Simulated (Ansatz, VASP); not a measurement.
**Two plane-wave programs on Ge**

INCAR

```
SYSTEM = Ge
PREC     = Accurate       ! precision mode
ENCUT    = 520            ! plane-wave cutoff, eV
EDIFF    = 1E-7           ! SCF threshold, eV
ISMEAR   = 0              ! smearing method
SIGMA    = 0.15           ! smearing width, eV
LREAL    = .False.        ! projectors in reciprocal space
LASPH    = .True.         ! aspherical terms in the spheres
NELM     = 80             ! most SCF steps
ALGO     = Fast           ! electronic algorithm
ISIF     = 2              ! what is computed and relaxed
LWAVE    = .False.        ! write WAVECAR
LCHARG   = .False.        ! write CHGCAR
GGA      = PS             ! functional
NBANDS   = 21             ! bands
```

KPOINTS

```
Automatic mesh
0
Gamma
  24 24 24
  0 0 0
```

POSCAR

```
Ge
1.0
   -2.4348621169      2.4348621169      1.3268291593
    2.4348621169     -2.4348621169      1.3268291593
    2.4348621169      2.4348621169     -1.3268291593
Ge
2
Direct
    0.2500000000      0.7500000000      0.5000000000
    0.5000000000      0.5000000000      0.0000000000
```

Input for Ansatz:

```yaml
crystal:
  lattice:
    - [-2.4348621169, 2.4348621169, 1.3268291593]
    - [2.4348621169, -2.4348621169, 1.3268291593]
    - [2.4348621169, 2.4348621169, -1.3268291593]
  atoms:
    - { symbol: Ge, position: [0.25, 0.75, 0.5] }
    - { symbol: Ge, position: [0.5, 0.5, 0.0] }
basis:
  ecutwfc: 420
kpoints:
  mp_grid: { grid: [24, 24, 24] }
hamiltonian:
  xc: pbesol
scf:
  occupations: { method: gaussian, width: 0.15 }
output:
  forces: true
  stress: true
  eigenvalues: true
```

Change from the starting cell: strain -0.050 along x and y, -0.050 along z, atoms carried along.

Alike in both runs: task single point; functional PBEsol; k mesh 24 × 24 × 24; occupations gaussian, width 0.15 eV; no spin polarisation.

|  | VASP | Ansatz |
| --- | --- | --- |
| version | VASP 6.6.1 | Ansatz 0.2.0 |
| potentials or method | VASP PAW PBE potentials, release 64 (Ge_d), cutoff 520 eV | scalar-relativistic, plane waves, PAW |
| valence electrons in the cell | 28 | 28 |

|  | VASP | Ansatz | Ansatz less VASP |
| --- | --- | --- | --- |
| gap on the k mesh at the Fermi level (eV) | none | none | - |
| pressure (GPa) | 17.6 | 17.3 | -0.28 |
| traceless stress, the component that is largest in VASP (GPa) | 0.31 | 0.27 | -0.040 |

VASP's potentials were made for PBE, not for PBEsol. A gap of «none» marks a metal or a gap that the smearing closes. The functional is the same, so the differences come from potentials, cutoffs and numerics.
